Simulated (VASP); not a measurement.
# BaTiO3 (Pm-3m) in VASP: a series of runs, part 2 of 3

VASP 6.6.1.

### Step 5. Single point, PBE (volume scaled by 1.06)

Input file INCAR:

```
SYSTEM = BaTiO3
ALGO = Normal ; EDIFF = 1E-7
ENCUT = 520 ; GGA = PE
ISIF = 2 ; ISMEAR = 0
LASPH = .True. ; LCHARG = .False.
LREAL = .False. ; LWAVE = .False.
NBANDS = 28 ; NELM = 80
PREC = Accurate ; SIGMA = 0.02
```

Input file KPOINTS:

```
k-points
0
Gamma
  8 8 8
  0 0 0
```

Input file POSCAR:

```
BaTiO3
1.0
    4.0980769749      0.0000000000      0.0000000000
    0.0000000000      4.0980769749      0.0000000000
    0.0000000000      0.0000000000      4.0980769749
Ba Ti O
1 1 3
Direct
    0.5000000000      0.5000000000      0.5000000000
    0.0000000000      0.0000000000      0.0000000000
    0.5000000000      0.0000000000      0.0000000000
    0.0000000000      0.5000000000      0.0000000000
    0.0000000000      0.0000000000      0.5000000000
```

Potentials or basis: VASP PAW PBE potentials, release 64 (Ba_sv, Ti_sv, O).

Command:

```bash
> cat potpaw_PBE.64/Ba_sv/POTCAR potpaw_PBE.64/Ti_sv/POTCAR potpaw_PBE.64/O/POTCAR > POTCAR
> mpirun -np 1 vasp_std > vasp.out
```

OUTCAR:

```text
SYSTEM = BaTiO3
   EDIFF = 1E-7
   ENCUT = 520
   GGA = PE
   ISIF = 2
   ISMEAR = 0
   LASPH = .True.
   LREAL = .False.
   NELM = 80
   PREC = Accurate

 ion  position               nearest neighbor table
   1  0.500  0.500  0.500-   3 2.90   4 2.90   5 2.90   3 2.90   4 2.90   3 2.90   5 2.90   3 2.90
                             4 2.90   5 2.90   4 2.90   5 2.90   2 3.55   2 3.55   2 3.55   2 3.55
   2  0.000  0.000  0.000-   3 2.05   4 2.05   5 2.05   5 2.05   4 2.05   3 2.05   1 3.55   1 3.55
[... 952 lines left out ...]
  -------------------------------------------------------------------------------------
  Total       -2.9798878     -2.9798878     -2.9798878      0.0000000      0.0000000     -0.0000000
  in kB      -69.3697545    -69.3697545    -69.3697545      0.0000000      0.0000000     -0.0000000
  external PRESSURE =     -69.3697545 kB  Pullay stress =       0.0000000 kB

 VOLUME and BASIS-vectors are now :
 -----------------------------------------------------------------------------
  energy-cutoff  :      520.00
  volume of cell :       68.82
      direct lattice vectors                 reciprocal lattice vectors
     4.098076975  0.000000000  0.000000000     0.244016890  0.000000000  0.000000000
     0.000000000  4.098076975  0.000000000     0.000000000  0.244016890  0.000000000
     0.000000000  0.000000000  4.098076975     0.000000000  0.000000000  0.244016890

 POSITION                                       TOTAL-FORCE (eV/Angst)
 -----------------------------------------------------------------------------------
      2.04904      2.04904      2.04904         0.000000      0.000000      0.000000
      0.00000      0.00000      0.00000         0.000000      0.000000      0.000000
      2.04904      0.00000      0.00000         0.000000      0.000000      0.000000
      0.00000      2.04904      0.00000         0.000000      0.000000      0.000000
      0.00000      0.00000      2.04904         0.000000      0.000000      0.000000
 -----------------------------------------------------------------------------------
    total drift:                                0.000000     -0.000000      0.000000

  FREE ENERGIE OF THE ION-ELECTRON SYSTEM (eV)
  ---------------------------------------------------
  free  energy   TOTEN  =       -39.9164446410 eV

  energy  without entropy=      -39.9164446410  energy(sigma->0) =      -39.91644464
```

OSZICAR:

```text
N       E                     dE             d eps       ncg     rms          rms(c)
DAV:   1     0.428161563728E+03    0.42816E+03   -0.20285E+04  1960   0.150E+03
DAV:   2    -0.868460431932E+01   -0.43685E+03   -0.41721E+03  2296   0.410E+02
DAV:   3    -0.490689016172E+02   -0.40384E+02   -0.40015E+02  2264   0.131E+02
DAV:   4    -0.512149339990E+02   -0.21460E+01   -0.21414E+01  3128   0.264E+01
[... 10 lines left out ...]
DAV:  15    -0.399164465898E+02   -0.60828E-06   -0.10681E-05  2352   0.234E-02    0.131E-02
DAV:  16    -0.399164453767E+02    0.12130E-05   -0.13882E-05  2652   0.343E-02    0.680E-03
DAV:  17    -0.399164451166E+02    0.26012E-06   -0.48548E-07  2236   0.517E-03    0.579E-03
DAV:  18    -0.399164446483E+02    0.46833E-06   -0.19105E-06  2664   0.954E-03    0.120E-03
DAV:  19    -0.399164446410E+02    0.73005E-08   -0.64988E-08  1240   0.190E-03
   1 F= -.39916445E+02 E0= -.39916445E+02  d E =-.226215E-11
```

stdout:

```text
POSCAR found type information on POSCAR BaTiO
 POSCAR found :  3 types and       5 ions
 scaLAPACK will be used
 LDA part: xc-table for (Slater+PW92), standard interpolation
 POSCAR, INCAR and KPOINTS ok, starting setup
 FFT: planning ... GRIDC
 FFT: planning ... GRID_SOFT
 FFT: planning ... GRID
 WAVECAR not read
 entering main loop
```

Run time: 67 s. Hardware: 1 thread of Intel Xeon 6975P-C, shared host; peak memory 0.22 GiB.

What came out:

```
Free energy            : -39.9164 eV
Pressure               : -6.9 GPa
Band gap on the k mesh : 1.60 eV, indirect (least direct gap 1.81 eV)
```

Caveat: spin-orbit coupling is left out, which moves the levels of the heavy elements. A k mesh can miss the band edges.

### Step 6. Single point, PBE (volume scaled by 1.10)

Input file INCAR:

```
ALGO = Normal
EDIFF = 1E-6
ENCUT = 520
GGA = PE
ISIF = 2
ISMEAR = 0
LASPH = True
LCHARG = False
LREAL = False
LWAVE = False
NBANDS = 28
NELM = 100
PREC = Accurate
SIGMA = 0.02
```

Input file KPOINTS:

```
k-points
0
Gamma
  8 8 8
```

POSCAR: that of step 5 with these lines changed.

```diff
@@ -2,5 +2,5 @@
 1.0
-    4.0980769749      0.0000000000      0.0000000000
-    0.0000000000      4.0980769749      0.0000000000
-    0.0000000000      0.0000000000      4.0980769749
+    4.1489899693      0.0000000000      0.0000000000
+    0.0000000000      4.1489899693      0.0000000000
+    0.0000000000      0.0000000000      4.1489899693
 Ba Ti O
```

Potentials or basis: VASP PAW PBE potentials, release 64 (Ba_sv, Ti_sv, O).

Command:

```bash
> cat potpaw_PBE.64/Ba_sv/POTCAR potpaw_PBE.64/Ti_sv/POTCAR potpaw_PBE.64/O/POTCAR > POTCAR
> mpirun -np 1 vasp_std > vasp.out
```

OUTCAR:

```text
EDIFF = 1E-6
   ENCUT = 520
   GGA = PE
   ISIF = 2
   ISMEAR = 0
   LASPH = True
   LREAL = False
   NELM = 100
   PREC = Accurate

 ion  position               nearest neighbor table
   1  0.500  0.500  0.500-   3 2.93   4 2.93   5 2.93   3 2.93   4 2.93   3 2.93   5 2.93   3 2.93
                             4 2.93   5 2.93   4 2.93   5 2.93   2 3.59   2 3.59   2 3.59   2 3.59
   2  0.000  0.000  0.000-   3 2.07   4 2.07   5 2.07   5 2.07   4 2.07   3 2.07   1 3.59   1 3.59
                             1 3.59   1 3.59   1 3.59   1 3.59   1 3.59   1 3.59
   3  0.500  0.000  0.000-   2 2.07   2 2.07   1 2.93   1 2.93   1 2.93   1 2.93
   4  0.000  0.500  0.000-   2 2.07   2 2.07   1 2.93   1 2.93   1 2.93   1 2.93
   5  0.000  0.000  0.500-   2 2.07   2 2.07   1 2.93   1 2.93   1 2.93   1 2.93

  LATTYP: Found a simple cubic cell.
 ALAT       =     4.1489899693

  Lattice vectors:

 A1 = (   4.1489899693,   0.0000000000,   0.0000000000)
 A2 = (   0.0000000000,   4.1489899693,   0.0000000000)
 A3 = (   0.0000000000,   0.0000000000,   4.1489899693)

Analysis of symmetry for initial positions (statically):
=====================================================================
 Subroutine PRICEL returns:
 Original cell was already a primitive cell.

 Routine SETGRP: Setting up the symmetry group for a
 simple cubic supercell.

 Subroutine GETGRP returns: Found 48 space group operations
 (whereof 48 operations were pure point group operations)
 out of a pool of 48 trial point group operations.

The static configuration has the point symmetry O_h .

Analysis of symmetry for dynamics (positions and initial velocities):
=====================================================================
 Subroutine PRICEL returns:
 Original cell was already a primitive cell.

 Routine SETGRP: Setting up the symmetry group for a
 simple cubic supercell.

 Subroutine GETGRP returns: Found 48 space group operations
 (whereof 48 operations were pure point group operations)
 out of a pool of 48 trial point group operations.

The dynamic configuration has the point symmetry O_h .

 Subroutine INISYM returns: Found 48 space group operations
 (whereof 48 operations are pure point group operations),
 and found     1 'primitive' translations

----------------------------------------------------------------------------------------

                                     Primitive cell

  volume of cell :      71.4212

  direct lattice vectors                    reciprocal lattice vectors
     4.148989969  0.000000000  0.000000000     0.241022516  0.000000000  0.000000000
     0.000000000  4.148989969  0.000000000     0.000000000  0.241022516  0.000000000
     0.000000000  0.000000000  4.148989969     0.000000000  0.000000000  0.241022516

  length of vectors
     4.148989969  4.148989969  4.148989969     0.241022516  0.241022516  0.241022516

  position of ions in fractional coordinates (direct lattice)
     0.500000000  0.500000000  0.500000000
     0.000000000  0.000000000  0.000000000
     0.500000000  0.000000000  0.000000000
     0.000000000  0.500000000  0.000000000
     0.000000000  0.000000000  0.500000000

[... 22 lines left out ...]

  Length of vectors
     0.030127814  0.030127814  0.030127814

  Shift w.r.t. Gamma in fractional coordinates (k-lattice)
     0.000000000  0.000000000  0.000000000

 Subroutine IBZKPT returns following result:
 ===========================================

 Found     35 irreducible k-points:

 Following reciprocal coordinates:
            Coordinates               Weight
  0.000000  0.000000  0.000000      1.000000
  0.125000  0.000000  0.000000      6.000000
  0.250000  0.000000  0.000000      6.000000
  0.375000  0.000000  0.000000      6.000000
  0.500000  0.000000  0.000000      3.000000
  0.125000  0.125000  0.000000     12.000000
[... 16 lines left out ...]
  0.375000  0.375000  0.125000     24.000000
  0.500000  0.375000  0.125000     24.000000
 [... further k-points ...]
   k-points           NKPTS =     35   k-points in BZ     NKDIM =     35   number of bands    NBANDS=     28
   number of dos      NEDOS =    301   number of ions     NIONS =      5
   total plane-waves  NPLWV =  32768
   dimension x,y,z NGX =    32 NGY =   32 NGZ =   32
   dimension x,y,z NGXF=    64 NGYF=   64 NGZF=   64
   ions per type =               1   1   3
   NGX,Y,Z   is equivalent  to a cutoff of  12.82, 12.82, 12.82 a.u.
   NGXF,Y,Z  is equivalent  to a cutoff of  25.64, 25.64, 25.64 a.u.
 SYSTEM =  unknown system
   PREC   = accura    normal or accurate (medium, high low for compatibility)
   ISTART =      0    job   : 0-new  1-cont  2-samecut
   ICHARG =      2    charge: 1-file 2-atom 10-const
   ISPIN  =      1    spin polarized calculation?
   LNONCOLLINEAR =      F non collinear calculations
   LSORBIT =      F    spin-orbit coupling
   LASPH  =      T    aspherical Exc in radial PAW
   ENCUT  =  520.0 eV  38.22 Ry    6.18 a.u.   7.71  7.71  7.71*2*pi/ulx,y,z
   NELM   =    100;   NELMIN=  2; NELMDL= -5     # of ELM steps
   EDIFF  = 0.1E-05   stopping-criterion for ELM
   LREAL  =      F    real-space projection
   EDIFFG = 0.1E-04   stopping-criterion for IOM
   NSW    =      0    number of steps for IOM
   IBRION =     -1    ionic relax: 0-MD 1-quasi-New 2-CG
   NFREE  =      0    steps in history (QN), initial steepest desc. (CG)
   ISIF   =      2    stress and relaxation
   ISYM   =      2    0-nonsym 1-usesym 2-fastsym
   POTIM  = 0.5000    time-step for ionic-motion
   TEBEG  =    0.0;   TEEND  =   0.0 temperature during run
   PSTRESS=    0.0 pullay stress
   NELECT =      40.0000    total number of electrons
   NUPDOWN=      -1.0000    fix difference up-down
   EMIN   =  10.00;   EMAX   =-10.00  energy-range for DOS
   EFERMI =   0.00;   METHOD = LEGACY
   ISMEAR =     0;   SIGMA  =   0.02  broadening in eV -4-tet -1-fermi 0-gaus
   EFERMI_NEDOS =   21; number of points for ismear=-14 and -15
   IALGO  =     38    algorithm
   IMIX   =      4    mixing-type and parameters
     AMIX     =   0.40;   BMIX     =  1.00
     AMIX_MAG =   1.60;   BMIX_MAG =  1.00
  volume/ion in A,a.u.               =      14.28        96.39
  Fermi-wavevector in a.u.,A,eV,Ry     =   1.349436  2.550065 24.775921  1.820979
  Thomas-Fermi vector in A             =   2.477023
   LORBIT       =      0    0 simple, 1 ext, 2 COOP (PROOUT), +10 PAW based schemes
   GGA     = PE    functional components
   LHFCALC =     F    Hartree Fock is set to
   AEXX    =    0.0000 exact exchange contribution
   IVDW    =     0    specifies the selected vdW correction
   LEPSILON=     F    determine dielectric tensor
   LRPA    =     F    only Hartree local field effects (RPA)
 non-spin polarized calculation
 Gauss-broadening in eV      SIGMA  =   0.02
  energy-cutoff  :      520.00
  volume of cell :       71.42
 maximum number of plane-waves:      1956
 NGX is ok and might be reduce to    32
   NGX = 15   NGY = 15   NGZ = 15

 number of electron      40.0000014 magnetization

 Free energy of the ion-electron system (eV)
  ---------------------------------------------------
  ext. energy  EPLUGINS =         0.00000000
  ---------------------------------------------------
  free energy    TOTEN  =       -39.76977045 eV

  energy without entropy =      -39.76977045  energy(sigma->0) =      -39.76977045

 E-fermi :   3.3295     XC(G=0): -10.7010

 val. band max:        3.0400552211   @ k =   0.5000   0.5000   0.5000
 cond. band min:       4.5676841368   @ k =   0.0000   0.0000   0.0000
 fundamental gap:      1.5276289157
 Fermi energy:         3.3294608951

 k-point     1 :       0.0000    0.0000    0.0000
  band No.  band energies     occupation
      1     -54.0287      2.00000
      2     -30.1905      2.00000
      3     -30.1905      2.00000
      4     -30.1905      2.00000
      5     -22.0630      2.00000
      6     -13.5893      2.00000
[... 733 lines left out ...]
     27      10.6787      0.00000
     28      11.3481      0.00000

 [... further k-points ...]
[... 5 lines left out ...]
  --------------------------------------------------------------------------------------
  -------------------------------------------------------------------------------------
  Total       -5.0409524     -5.0409524     -5.0409524      0.0000000      0.0000000     -0.0000000
  in kB     -113.0826628   -113.0826628   -113.0826628      0.0000000      0.0000000     -0.0000000
  external PRESSURE =    -113.0826628 kB  Pullay stress =       0.0000000 kB

 VOLUME and BASIS-vectors are now :
 -----------------------------------------------------------------------------
  energy-cutoff  :      520.00
  volume of cell :       71.42
      direct lattice vectors                 reciprocal lattice vectors
     4.148989969  0.000000000  0.000000000     0.241022516  0.000000000  0.000000000
     0.000000000  4.148989969  0.000000000     0.000000000  0.241022516  0.000000000
     0.000000000  0.000000000  4.148989969     0.000000000  0.000000000  0.241022516

 POSITION                                       TOTAL-FORCE (eV/Angst)
 -----------------------------------------------------------------------------------
      2.07449      2.07449      2.07449         0.000000      0.000000      0.000000
      0.00000      0.00000      0.00000         0.000000      0.000000      0.000000
      2.07449      0.00000      0.00000         0.000000      0.000000      0.000000
      0.00000      2.07449      0.00000         0.000000      0.000000      0.000000
      0.00000      0.00000      2.07449         0.000000      0.000000      0.000000
 -----------------------------------------------------------------------------------
    total drift:                                0.000000      0.000000     -0.000000

  FREE ENERGIE OF THE ION-ELECTRON SYSTEM (eV)
  ---------------------------------------------------
  free  energy   TOTEN  =       -39.7697704492 eV

  energy  without entropy=      -39.7697704492  energy(sigma->0) =      -39.76977045
```

OSZICAR:

```text
N       E                     dE             d eps       ncg     rms          rms(c)
DAV:   1     0.416340772266E+03    0.41634E+03   -0.20218E+04  1960   0.149E+03
DAV:   2    -0.108886822143E+02   -0.42723E+03   -0.40726E+03  2340   0.402E+02
DAV:   3    -0.492394187039E+02   -0.38351E+02   -0.38018E+02  2276   0.128E+02
DAV:   4    -0.512474224114E+02   -0.20080E+01   -0.20039E+01  3164   0.257E+01
DAV:   5    -0.512819361992E+02   -0.34514E-01   -0.34500E-01  2544   0.317E+00    0.211E+01
DAV:   6    -0.403012541979E+02    0.10981E+02   -0.62597E+01  2812   0.613E+01    0.108E+01
DAV:   7    -0.401312123626E+02    0.17004E+00   -0.14111E+01  2656   0.263E+01    0.612E+00
DAV:   8    -0.399134267905E+02    0.21779E+00   -0.56200E-01  2364   0.542E+00    0.421E+00
DAV:   9    -0.398779795947E+02    0.35447E-01   -0.13252E+00  2628   0.970E+00    0.308E+00
DAV:  10    -0.397744507861E+02    0.10353E+00   -0.44648E-01  2548   0.531E+00    0.574E-01
DAV:  11    -0.397747648034E+02   -0.31402E-03   -0.30980E-02  2328   0.114E+00    0.608E-01
DAV:  12    -0.397703769846E+02    0.43878E-02   -0.25574E-02  2460   0.136E+00    0.200E-01
DAV:  13    -0.397699239884E+02    0.45300E-03   -0.10066E-03  2356   0.276E-01    0.100E-01
DAV:  14    -0.397697777210E+02    0.14627E-03   -0.35585E-04  2732   0.135E-01    0.255E-02
DAV:  15    -0.397697721706E+02    0.55504E-05   -0.37810E-05  2560   0.401E-02    0.133E-02
DAV:  16    -0.397697716138E+02    0.55685E-06   -0.16064E-05  2668   0.327E-02    0.101E-02
DAV:  17    -0.397697705793E+02    0.10345E-05   -0.19527E-06  1660   0.115E-02    0.408E-03
DAV:  18    -0.397697704492E+02    0.13013E-06   -0.15983E-06  1428   0.656E-03
   1 F= -.39769770E+02 E0= -.39769770E+02  d E =-.765193E-95
```

It took 61 s on 1 thread of Intel Xeon 6975P-C, shared host; peak memory 0.22 GiB.

What came out:

```yaml
Free_energy: -39.7698 eV
Pressure: -11.3 GPa
Band_gap_on_the_k_mesh: 1.53 eV, indirect (least direct gap 1.75 eV)
```

Caveat: spin-orbit coupling is left out, which moves the levels of the heavy elements.

(Continued in part 3 of 3.)
